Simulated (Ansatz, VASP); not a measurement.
# Mo: VASP beside Ansatz

File INCAR:

```
SYSTEM = Mo
ALGO = Normal
DIPOL = 0.5 0.5 0.500
EDIFF = 1E-6
ENCUT = 520
GGA = PE
IDIPOL = 3
ISIF = 2
ISMEAR = -1
LASPH = .TRUE.
LCHARG = .TRUE.
LDIPOL = .TRUE.
LELF = .TRUE.
LREAL = .FALSE.
LVACPOTAV = .TRUE.
LVHAR = .TRUE.
LWAVE = .FALSE.
NBANDS = 36
NELM = 80
PREC = Accurate
SIGMA = 0.08
```

KPOINTS

```
k-points
0
G
  12 12 1
  0 0 0
```

Contents of POSCAR:

```
Mo
1.0
    3.1607300689      0.0000000000      0.0000000000
    0.0000000000      3.1607300689      0.0000000000
    0.0000000000      0.0000000000     20.7411000000
Mo
4
Direct
    0.2500000000      0.2500000000      0.3857077228
    0.7500000000      0.7500000000      0.4619025739
    0.2500000000      0.2500000000      0.5380974256
    0.7500000000      0.7500000000      0.6142922772
```

Input for Ansatz:

```yaml
crystal:
  lattice:
    - [3.1607300689, 0.0, 0.0]
    - [0.0, 3.1607300689, 0.0]
    - [0.0, 0.0, 20.7411]
  atoms:
    - { symbol: Mo, position: [0.25, 0.25, 0.3857077228] }
    - { symbol: Mo, position: [0.75, 0.75, 0.4619025739] }
    - { symbol: Mo, position: [0.25, 0.25, 0.5380974256] }
    - { symbol: Mo, position: [0.75, 0.75, 0.6142922772] }
kpoints:
  mp_grid: { grid: [12, 12, 1] }
scf:
  occupations: { method: fermi_dirac, width: 0.08 }
hamiltonian:
  xc: pbe
  pseudopotentials: { kind: all_electron, lapw: { basis_error: 0.001 } }
output:
  forces: true
  stress: true
  eigenvalues: true
  populations: true
  dos: { projected: true, de: 0.2, e_range: [-14, 8] }
efield:
  axis: 3
  amplitude: 0
  dipole_correction: true
```

Alike in both runs: task single point; functional PBE; k mesh 12 × 12 × 1; occupations fermi-dirac, width 0.08 eV; no spin polarisation.

|  | VASP | Ansatz |
| --- | --- | --- |
| version | VASP 6.6.1 | Ansatz 0.2.0 |
| potentials or method | VASP PAW PBE potentials, release 64 (Mo_sv), cutoff 520 eV | all-electron LAPW, scalar-relativistic |

VASP gave:

- rms of the force components (eV/Å): 0.930

What did Ansatz give for the same quantities?

rms of the force components (eV/Å): 0.935.

Atom by atom the forces differ by 0.011 eV/Å (rms over components). Ansatz ran all-electron here, and VASP with PAW potentials.
